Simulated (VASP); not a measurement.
Set up this calculation in VASP 6.6.1, as the native input.

```yaml
Task: single point
Functional: PBE
Potentials_or_basis: VASP PAW PBE potentials, release 64 (Ti_sv, O)
Cutoff: 520 eV
k_mesh: 6 × 6 × 8
Occupations: fermi-dirac, width 0.02 eV
Spin: no spin polarisation
Dipole_correction: no
Further_INCAR_settings: ALGO = Normal; EDIFF = 1e-06; NBANDS = 33
```

The structure of TiO2 (Rutile) lies in POSCAR:

```
TiO2
1.0
    4.5968462420      0.0000000000      0.0000000000
    0.0000000000      4.5968462420      0.0000000000
    0.0000000000      0.0000000000      2.9535012919
Ti O
2 4
Direct
    0.0000000000      0.0000000000      0.0000000000
    0.5000000000      0.5000000000      0.5000000000
    0.3046429943      0.3046429943      0.0000000000
    0.1953570057      0.8046429943      0.5000000000
    0.6953570057      0.6953570057      0.0000000000
    0.8046429943      0.1953570057      0.5000000000
```

The input as run:

INCAR

```
SYSTEM = TiO2
ALGO = Normal ; EDIFF = 1E-6
ENCUT = 520 ; GGA = PE
ISIF = 2 ; ISMEAR = -1
LASPH = .True. ; LCHARG = .True.
LELF = .True. ; LREAL = .False.
LVHAR = .True. ; LWAVE = .False.
NBANDS = 33 ; NELM = 80
PREC = Accurate ; SIGMA = 0.02
```

KPOINTS

```
k-points
0
Gamma
  6 6 8
  0 0 0
```

Potentials or basis: VASP PAW PBE potentials, release 64 (Ti_sv, O).

Run with:

```bash
$ cat potpaw_PBE.64/Ti_sv/POTCAR potpaw_PBE.64/O/POTCAR > POTCAR
$ mpirun -np 1 vasp_std > vasp.out
```

It gave:

```yaml
Pressure: 5.9 GPa
Largest_force: 0.081 eV/Å
Band_gap_on_the_k_mesh: 1.86 eV, direct
```

Wall time 40 s on 1 thread of Intel(R) Xeon(R) 6975P-C (Granite Rapids), with other jobs on the host, peak memory 0.22 GiB.
